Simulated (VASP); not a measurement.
Mg16O, 17 atoms in the cell. The cell holds a slab with vacuum, 17 atoms: a = 6.420 Å, b = 6.420 Å, c = 24.715 Å, α = 90.00°, β = 90.00°, γ = 120.00°. 

| Quantity | Value |
| --- | --- |
| Program | VASP 6.6.1 |
| Task | single point |
| Functional | PBE |
| Potentials or basis | VASP PAW PBE potentials, release 64 (Mg, O) |
| Cutoff | 520 eV |
| k mesh | 6 × 6 × 1 |
| Occupations | gaussian, width 0.1 eV |
| Spin | no spin polarisation |
| Dipole correction | yes |
| Further INCAR settings | LREAL = Auto; ALGO = Normal; EDIFF = 1e-07; NBANDS = 33 |

Potentials or basis: VASP PAW PBE potentials, release 64 (Mg, O).

Command:

```sh
$ cat potpaw_PBE.64/Mg/POTCAR potpaw_PBE.64/O/POTCAR > POTCAR
$ mpirun -np 1 vasp_std > vasp.out
```

Hardware: 1 thread of Intel(R) Xeon(R) 6975P-C (Granite Rapids), with other jobs on the host.

Task: Estimate the wall time of this run.

Result: Run time: 7.7 min on 1 thread of Intel(R) Xeon(R) 6975P-C (Granite Rapids) (shared host), peak memory 0.86 GiB. Counts: scf iterations 36, k points 7.
